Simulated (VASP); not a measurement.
Input of a VASP 6.6.1 run:

File INCAR:

```
PREC     = Accurate       # precision mode
ENCUT    = 520            # plane-wave cutoff, eV
EDIFF    = 1E-7           # SCF threshold, eV
ISMEAR   = -1             # smearing method
SIGMA    = 0.02           # smearing width, eV
LREAL    = F              # projectors in reciprocal space
LASPH    = T              # aspherical terms in the spheres
NELM     = 100            # most SCF steps
ALGO     = Normal         # electronic algorithm
ISIF     = 2              # what is computed and relaxed
LWAVE    = F              # write WAVECAR
LCHARG   = F              # write CHGCAR
NBANDS   = 28             # bands
```

The input KPOINTS:

```
Automatic mesh
0
Gamma
  6 6 6
```

Contents of POSCAR:

```
SnO
1.0
    3.7926486997      0.0000000000      0.0000000000
    0.0000000000      3.7926486997      0.0000000000
    0.0000000000      0.0000000000      4.7582138802
Sn O
2 2
Direct
    0.5000000000      0.0000000000      0.2410340763
    0.0000000000      0.5000000000      0.7589659237
    0.0000000000      0.0000000000      0.0000000000
    0.5000000000      0.5000000000      0.0000000000
```

Potentials or basis: VASP PAW LDA potentials, release 64 (Sn_d, O).

The run is started by

```console
$ cat potpaw_LDA.64/Sn_d/POTCAR potpaw_LDA.64/O/POTCAR > POTCAR
$ mpirun -np 1 vasp_std > vasp.out
```

**Question.** What does it give for the pressure?

**Answer.** -1.5 GPa.

**Question.** Estimate the largest force.

**Answer.** 0.009 eV/Å.

**Question.** Predict the band gap on the k mesh.

**Answer.** 0.01 eV (least direct gap 1.87 eV).

Forces on the atoms (eV/Å):
```
Sn   0.000  0.000 -0.009
Sn   0.000  0.000  0.009
O    0.000  0.000  0.000
O    0.000  0.000  0.000
```

Caveat: the smearing spreads over this small gap; semilocal functionals underestimate gaps, and a narrow one can read as zero; spin-orbit coupling is left out, which moves the levels of the heavy elements. A k mesh can miss the band edges.
